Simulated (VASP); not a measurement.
# HC16 (a cell with a defect) in VASP: a series of runs

The runs below take HC16 (a cell with a defect) through single point, with PBEsol.

All numbers are computed with VASP 6.6.1; they aren't measurements. Logs are shortened: lines on timing, memory, paths and dates and some standing lists are left out, and cuts for length are marked.

## Step 1: The cell of the first run

The cell holds a defect, 17 atoms: a = 5.049 Å, b = 5.049 Å, c = 5.049 Å, α = 60.00°, β = 60.00°, γ = 60.00°.

## Step 2: Single point, PBEsol

Contents of INCAR:

```
PREC = Accurate ; ENCUT = 520
EDIFF = 1E-6 ; ISMEAR = 0
SIGMA = 0.02 ; LREAL = Auto
LASPH = T ; NELM = 100
ALGO = Normal ; ISIF = 2
LWAVE = F ; LCHARG = F
GGA = PS ; NELECT = 64.0
NBANDS = 46
```

Contents of KPOINTS:

```
Automatic mesh
0
Gamma
  3 3 3
```

Contents of POSCAR:

```
HC16
1.0
    0.0000000000      3.5700000000      3.5700000000
    3.5700000000      0.0000000000      3.5700000000
    3.5700000000      3.5700000000      0.0000000000
C H
16 1
Direct
   -0.0144788515     -0.0097945378      0.0303598039
    0.1274924370      0.1208733894      0.1222075630
   -0.0036756303     -0.0039112045      0.4919313725
    0.1321239496      0.1310838936      0.6022662465
   -0.0049543417      0.4932140056      0.0047691877
    0.1212117647      0.6096148459      0.1403767507
   -0.0099180672      0.4954631653      0.5101906162
    0.1225119048      0.6179497199      0.6276539216
    0.5006778711     -0.0068820728      0.0008347339
    0.6185544818      0.1211399160      0.1303693277
    0.4988866947     -0.0051530812      0.5023536415
    0.6221532213      0.1216658263      0.6260739496
    0.4953575630      0.4949362745      0.0063631653
    0.6214180672      0.6191995798      0.1292379552
    0.4961218487      0.4948408964      0.5031187675
    0.6168497199      0.6195127451      0.6316550420
    1.0566663866      0.9004436975     -0.1841745098
```

Potentials or basis: VASP PAW PBE potentials, release 64 (C, H).

Launch:

```sh
$ cat potpaw_PBE.64/C/POTCAR potpaw_PBE.64/H/POTCAR > POTCAR
$ mpirun -np 1 vasp_std > vasp.out
```

OUTCAR:

```text
PREC = Accurate
   ENCUT = 520
   EDIFF = 1E-6
   ISMEAR = 0
   LREAL = Auto
   LASPH = T
   NELM = 100
   ISIF = 2
   GGA = PS
   NELECT = 64.0

 ion  position               nearest neighbor table
   1  0.986  0.990  0.030-  17 1.20   2 1.51  10 1.52   6 1.57   4 1.76
   2  0.127  0.121  0.122-   1 1.51   3 1.52   5 1.54   9 1.54
   3  0.996  0.996  0.492-   2 1.52  12 1.54   8 1.56   4 1.57
   4  0.132  0.131  0.602-  17 1.20   7 1.51  11 1.52   3 1.57   1 1.76
   5  0.995  0.493  0.005-   2 1.54  14 1.54   8 1.55   6 1.56
   6  0.121  0.610  0.140-   7 1.53  13 1.54   5 1.56   1 1.57
   7  0.990  0.495  0.510-   4 1.51   6 1.53   8 1.54  16 1.54
   8  0.123  0.618  0.628-   7 1.54  15 1.54   5 1.55   3 1.56
   9  0.501  0.993  0.001-   2 1.54  14 1.54  12 1.54  10 1.55
  10  0.619  0.121  0.130-   1 1.52  11 1.53  13 1.54   9 1.55
  11  0.499  0.995  0.502-   4 1.52  10 1.53  12 1.54  16 1.55
  12  0.622  0.122  0.626-  15 1.54  11 1.54   3 1.54   9 1.54
  13  0.495  0.495  0.006-  14 1.54  10 1.54   6 1.54  16 1.54
  14  0.621  0.619  0.129-  13 1.54   5 1.54  15 1.54   9 1.54
  15  0.496  0.495  0.503-  12 1.54   8 1.54  14 1.54  16 1.54
  16  0.617  0.620  0.632-   7 1.54  15 1.54  13 1.54  11 1.55
  17  0.057  0.900  0.816-   4 1.20   1 1.20

  LATTYP: Found a face centered cubic cell.
 ALAT       =     7.1400000000

  Lattice vectors:

 A1 = (   0.0000000000,   3.5700000000,   3.5700000000)
 A2 = (   3.5700000000,   0.0000000000,   3.5700000000)
 A3 = (   3.5700000000,   3.5700000000,   0.0000000000)

Analysis of symmetry for initial positions (statically):
=====================================================================
 Subroutine PRICEL returns:
 Original cell was already a primitive cell.

 Routine SETGRP: Setting up the symmetry group for a
 face centered cubic supercell.

 Subroutine GETGRP returns: Found  1 space group operations
 (whereof  1 operations were pure point group operations)
 out of a pool of 48 trial point group operations.

The static configuration has the point symmetry C_1 .

Analysis of symmetry for dynamics (positions and initial velocities):
=====================================================================
 Subroutine PRICEL returns:
 Original cell was already a primitive cell.

 Routine SETGRP: Setting up the symmetry group for a
 face centered cubic supercell.

 Subroutine GETGRP returns: Found  1 space group operations
 (whereof  1 operations were pure point group operations)
 out of a pool of 48 trial point group operations.

The dynamic configuration has the point symmetry C_1 .

 Subroutine INISYM returns: Found  1 space group operations
 (whereof  1 operations are pure point group operations),
 and found     1 'primitive' translations

----------------------------------------------------------------------------------------

                                     Primitive cell

  volume of cell :      90.9986

  direct lattice vectors                    reciprocal lattice vectors
     0.000000000  3.570000000  3.570000000    -0.140056022  0.140056022  0.140056022
     3.570000000  0.000000000  3.570000000     0.140056022 -0.140056022  0.140056022
     3.570000000  3.570000000  0.000000000     0.140056022  0.140056022 -0.140056022

  length of vectors
     5.048742418  5.048742418  5.048742418     0.242584147  0.242584147  0.242584147

  position of ions in fractional coordinates (direct lattice)
     0.985521148  0.990205462  0.030359804
     0.127492437  0.120873389  0.122207563
     0.996324370  0.996088796  0.491931372
     0.132123950  0.131083894  0.602266247
     0.995045658  0.493214006  0.004769188
     0.121211765  0.609614846  0.140376751
[... 9 lines left out ...]
     0.616849720  0.619512745  0.631655042
     0.056666387  0.900443698  0.815825490

  ion indices of the primitive-cell ions
   primitive index   ion index
                 1           1
                 2           2
                 3           3
                 4           4
                 5           5
                 6           6
[... 9 lines left out ...]
                16          16
                17          17

----------------------------------------------------------------------------------------

 KPOINTS: Automatic mesh

Automatic generation of k-mesh.
 Grid dimensions read from file:
 generate k-points for:    3    3    3

 Generating k-lattice:

  Cartesian coordinates                     Fractional coordinates (reciprocal lattice)
    -0.046685341  0.046685341  0.046685341     0.333333333  0.000000000  0.000000000
     0.046685341 -0.046685341  0.046685341     0.000000000  0.333333333  0.000000000
     0.046685341  0.046685341 -0.046685341     0.000000000  0.000000000  0.333333333

  Length of vectors
     0.080861382  0.080861382  0.080861382

  Shift w.r.t. Gamma in fractional coordinates (k-lattice)
     0.000000000  0.000000000  0.000000000

 Subroutine IBZKPT returns following result:
[... 60 lines left out ...]
   LHFCALC =     F    Hartree Fock is set to
   AEXX    =    0.0000 exact exchange contribution
   IVDW    =     0    specifies the selected vdW correction
   LEPSILON=     F    determine dielectric tensor
   LRPA    =     F    only Hartree local field effects (RPA)
 non-spin polarized calculation
 Gauss-broadening in eV      SIGMA  =   0.02
  energy-cutoff  :      520.00
  volume of cell :       91.00
 maximum number of plane-waves:      2453
 NGX is ok and might be reduce to    40
   NGX = 19   NGY = 19   NGZ = 19

 number of electron      64.0000001 magnetization

 Free energy of the ion-electron system (eV)
  ---------------------------------------------------
  ext. energy  EPLUGINS =         0.00000000
  ---------------------------------------------------
  free energy    TOTEN  =      -163.82934498 eV

  energy without entropy =     -163.82934498  energy(sigma->0) =     -163.82934498

 E-fermi :  10.0562     XC(G=0): -13.4268

 val. band max:        9.8782806072   @ k =   0.0000   0.0000   0.0000
 cond. band min:      12.6697234734   @ k =   0.0000   0.0000   0.0000
 fundamental gap:      2.7914428662
 Fermi energy:        10.0561977596

 k-point     1 :       0.0000    0.0000    0.0000
  band No.  band energies     occupation
      1     -12.0469      2.00000
      2      -6.9391      2.00000
      3      -6.0079      2.00000
      4      -5.9352      2.00000
      5      -5.8841      2.00000
      6      -4.8621      2.00000
[... 36 lines left out ...]
     43      17.5328      0.00000
     44      17.9488      0.00000

 k-point     2 :       0.3333    0.0000    0.0000
  band No.  band energies     occupation
      1     -11.3517      2.00000
      2      -8.9334      2.00000
      3      -6.6039      2.00000
      4      -6.1448      2.00000
      5      -5.9752      2.00000
      6      -5.3533      2.00000
[... 36 lines left out ...]
     43      17.7679      0.00000
     44      17.8682      0.00000

 k-point     3 :       0.0000    0.3333    0.0000
  band No.  band energies     occupation
      1     -11.3295      2.00000
      2      -8.9843      2.00000
      3      -6.7173      2.00000
      4      -6.1633      2.00000
      5      -5.9434      2.00000
      6      -5.2514      2.00000
[... 36 lines left out ...]
     43      17.6157      0.00000
     44      17.8738      0.00000

 k-point     4 :       0.0000    0.0000    0.3333
  band No.  band energies     occupation
      1     -11.3007      2.00000
      2      -9.0489      2.00000
      3      -6.8873      2.00000
      4      -6.0246      2.00000
      5      -5.9277      2.00000
      6      -5.2089      2.00000
[... 412 lines left out ...]
     43      19.1489      0.00000
     44      19.4156      0.00000

 k-point    13 :      -0.3333    0.3333   -0.3333
  band No.  band energies     occupation
      1     -10.3507      2.00000
      2      -9.1758      2.00000
      3      -8.9733      2.00000
      4      -7.0131      2.00000
      5      -6.8118      2.00000
      6      -4.5806      2.00000
[... 36 lines left out ...]
     43      19.1671      0.00000
     44      19.3326      0.00000

 k-point    14 :       0.3333   -0.3333   -0.3333
  band No.  band energies     occupation
      1     -10.4015      2.00000
      2      -9.1258      2.00000
      3      -8.9060      2.00000
      4      -7.0987      2.00000
      5      -6.7937      2.00000
      6      -4.5241      2.00000
[... 36 lines left out ...]
     43      19.0720      0.00000
     44      19.3459      0.00000
 [bands above 44 left out]

------------------------ aborting loop because EDIFF is reached ----------------------------------------

  FORCE on cell =-STRESS in cart. coord.  units (eV):
  Direction    XX          YY          ZZ          XY          YZ          ZX
  --------------------------------------------------------------------------------------
  -------------------------------------------------------------------------------------
  Total       -9.7452649     -9.5396547     -9.7997026      2.1862121     -2.1686646     -1.5726908
  in kB     -171.5811550   -167.9610548   -172.5396189     38.4918003    -38.1828497    -27.6897658
  external PRESSURE =    -170.6939429 kB  Pullay stress =       0.0000000 kB

 VOLUME and BASIS-vectors are now :
 -----------------------------------------------------------------------------
  energy-cutoff  :      520.00
  volume of cell :       91.00
      direct lattice vectors                 reciprocal lattice vectors
     0.000000000  3.570000000  3.570000000    -0.140056022  0.140056022  0.140056022
     3.570000000  0.000000000  3.570000000     0.140056022 -0.140056022  0.140056022
     3.570000000  3.570000000  0.000000000     0.140056022  0.140056022 -0.140056022

 POSITION                                       TOTAL-FORCE (eV/Angst)
 -----------------------------------------------------------------------------------
      3.64342      3.62670      7.05334        -0.004141     -0.012110      0.018818
      0.86780      0.89143      0.88667         0.002048      0.008296      0.005673
      5.31223      5.31307      7.11291         0.003226     -0.003992     -0.010099
      2.61806      2.62177      0.93965         0.015390      0.012803     -0.006873
      1.77780      3.56934      5.31309        -0.009120     -0.006491      0.004140
      2.67747      0.93387      2.60905        -0.009269      0.001627     -0.000159
[... 9 lines left out ...]
      4.46667      4.45716      4.41381         0.011252      0.004075     -0.007340
      6.12708      3.11480      3.41688        -0.039568      0.004179     -0.040130
 -----------------------------------------------------------------------------------
    total drift:                                0.006840     -0.002162      0.025592

  FREE ENERGIE OF THE ION-ELECTRON SYSTEM (eV)
  ---------------------------------------------------
  free  energy   TOTEN  =      -163.8293449753 eV

  energy  without entropy=     -163.8293449753  energy(sigma->0) =     -163.82934498
```

It took 2.4 min on 1 thread of Intel Xeon 6975P-C (Granite Rapids), shared host; peak memory 0.24 GiB.

What came out:

| Property | Result |
| --- | --- |
| Free energy | -163.8293 eV |
| Largest force | 0.057 eV/Å |

Forces in eV/Å, atoms in the order of the input:
```
C   -0.004 -0.012  0.019
C    0.002  0.008  0.006
C    0.003 -0.004 -0.010
C    0.015  0.013 -0.007
C   -0.009 -0.006  0.004
C   -0.009  0.002  0.000
C    0.015 -0.010  0.002
C   -0.001  0.006 -0.005
C   -0.001 -0.012  0.006
C    0.002 -0.004 -0.003
C    0.004 -0.001  0.014
C    0.003  0.007  0.006
C    0.004 -0.002  0.007
C    0.000  0.014 -0.001
C    0.005 -0.006  0.009
C    0.011  0.004 -0.007
H   -0.040  0.004 -0.040
```

Caveat: the k points lie up to 0.51 Å⁻¹ apart; the cell carries a net charge on a neutralising background, which shifts energy and pressure; the cell is charged against a uniform background, so pressure and absolute levels hang on convention; the PAW data sets were made with another functional, which shifts forces and pressure a little.

## Step 3: Single point, PBEsol

Contents of INCAR:

```
SYSTEM = HC16
PREC = Accurate
ENCUT = 520
EDIFF = 1E-6
ISMEAR = 0
SIGMA = 0.02
LREAL = Auto
LASPH = .TRUE.
NELM = 60
ALGO = Normal
ISIF = 2
LWAVE = .FALSE.
LCHARG = .FALSE.
GGA = PS
NELECT = 64.0
NBANDS = 46
```

Contents of KPOINTS:

```
regular mesh
0
G
  3 3 3
  0 0 0
```

Contents of POSCAR:

```
HC16
1.0
    0.0000000000      3.5700000000      3.5700000000
    3.5700000000      0.0000000000      3.5700000000
    3.5700000000      3.5700000000      0.0000000000
C H
16 1
Direct
   -0.0004253501     -0.0035116246      0.0152953782
    0.1308399160      0.1209942577      0.1293334734
   -0.0110505602     -0.0088889356      0.4940855742
    0.1350745098      0.1311649860      0.6343711485
   -0.0016001401      0.4933261905      0.0070191877
    0.1258116246      0.6182522409      0.1318228291
   -0.0067176471      0.4959739496      0.5041252101
    0.1246481793      0.6096347339      0.6288086835
    0.5039866947     -0.0064892157      0.0052836134
    0.6254967787      0.1220455182      0.1299306723
    0.5022441176     -0.0045365546      0.5037418768
    0.6220162465      0.1215047619      0.6299464986
    0.4994429972      0.4952768908      0.0057001401
    0.6247757703      0.6195376751      0.1299211485
    0.4987670868      0.4952785714      0.5031519608
    0.6201612045      0.6200345938      0.6317079832
    1.0644407563      0.8964833333     -0.2740992997
```

Potentials or basis: VASP PAW PBE potentials, release 64 (C, H).

Launch:

```sh
$ cat potpaw_PBE.64/C/POTCAR potpaw_PBE.64/H/POTCAR > POTCAR
$ mpirun -np 1 vasp_std > vasp.out
```

It took 2.4 min on 1 thread of Intel Xeon 6975P-C (Granite Rapids), shared host; peak memory 0.24 GiB.

Results (log left out):

```
Free energy   : -163.8299 eV
Largest force : 0.033 eV/Å
```

Forces on the atoms (eV/Å):
```
C   -0.001 -0.001 -0.011
C    0.002  0.001  0.008
C   -0.001  0.001  0.017
C    0.000 -0.011 -0.003
C    0.001  0.002 -0.003
C   -0.001 -0.006 -0.001
C   -0.004 -0.007 -0.006
C    0.001  0.009  0.003
C   -0.001  0.004  0.002
C   -0.002 -0.009 -0.001
C   -0.009 -0.004  0.003
C    0.004 -0.004  0.000
C   -0.001 -0.002  0.003
C   -0.001  0.001  0.003
C    0.006 -0.001  0.004
C    0.003  0.005  0.005
H    0.006  0.022 -0.024
```

Levels at points of the mesh, in eV from the Fermi level:
```
           k point  band 30  band 31  band 32  band 33  band 34  band 35
(0.00, 0.00, 0.00)    -0.44    -0.29    -0.16     2.70     2.80     4.01
```

Caveat: the k points lie up to 0.51 Å⁻¹ apart; the cell carries a net charge on a neutralising background, which shifts energy and pressure; the cell is charged against a uniform background, so pressure and absolute levels hang on convention; the PAW data sets were made with another functional, which shifts forces and pressure a little.

## Step 4: Single point, PBEsol

Contents of INCAR:

```
PREC = Accurate ; ENCUT = 520
EDIFF = 1E-7 ; ISMEAR = 0
SIGMA = 0.02 ; LREAL = Auto
LASPH = T ; NELM = 60
ALGO = Normal ; ISIF = 2
LWAVE = F ; LCHARG = F
GGA = PS ; NELECT = 64.0
NBANDS = 46
```

Contents of KPOINTS:

```
Automatic mesh
0
Gamma
  3 3 3
```

Contents of POSCAR:

```
HC16
1.0
    0.0000000000      3.5700000000      3.5700000000
    3.5700000000      0.0000000000      3.5700000000
    3.5700000000      3.5700000000      0.0000000000
C H
16 1
Direct
   -0.0100165266      0.0266647059     -0.0102775910
    0.1207686275      0.1180826331      0.1319316527
   -0.0068962185     -0.0032626050      0.5051197479
    0.1210936975      0.1263782913      0.6229110644
   -0.0037889356      0.4878281513      0.0006410364
    0.1310859944      0.5978137255      0.1365156863
   -0.0050413165      0.4983519608      0.5032368347
    0.1217935574      0.6221294118      0.6264579832
    0.4931642857      0.0008107843     -0.0005847339
    0.6094163866      0.1365536415      0.1255780112
    0.4949595238      0.0024836134      0.4997012605
    0.6191471989      0.1254009804      0.6258037815
    0.4954928571      0.5064018207     -0.0056441176
    0.6180116246      0.6238194678      0.1268233894
    0.4950035014      0.4992967787      0.5004141457
    0.6195719888      0.6278120448      0.6212361345
    0.9004920168      0.8119780112      0.0620469188
```

Launch:

```sh
$ cat potpaw_PBE.64/C/POTCAR potpaw_PBE.64/H/POTCAR > POTCAR
$ mpirun -np 1 vasp_std > vasp.out
```

It took 3 min on 1 thread of Intel Xeon 6975P-C (Granite Rapids), shared host; peak memory 0.24 GiB.

The run converged. Its results:

- Free energy: -163.8292 eV
- Largest force: 0.073 eV/Å

Forces on the atoms (eV/Å):
```
C   -0.003  0.031  0.003
C   -0.003  0.001  0.006
C    0.003 -0.010  0.011
C   -0.002  0.009  0.004
C    0.009 -0.009  0.002
C    0.013  0.013  0.039
C   -0.006  0.004 -0.001
C    0.002  0.006 -0.005
C   -0.001  0.002  0.002
C   -0.005  0.001  0.002
C    0.003  0.002  0.000
C    0.000  0.005  0.005
C    0.000  0.006 -0.013
C   -0.005 -0.001 -0.006
C   -0.008  0.001 -0.007
C   -0.003 -0.006  0.007
H    0.005 -0.054 -0.049
```

Levels at points of the mesh, in eV from the Fermi level:
```tsv
k point	band 30	band 31	band 32	band 33	band 34	band 35
(0.00, 0.00, 0.00)	-0.44	-0.29	-0.15	2.61	2.87	4.00
```

Caveat: the k points lie up to 0.51 Å⁻¹ apart; the cell carries a net charge on a neutralising background, which shifts energy and pressure; the cell is charged against a uniform background, so pressure and absolute levels hang on convention; the PAW data sets were made with another functional, which shifts forces and pressure a little.
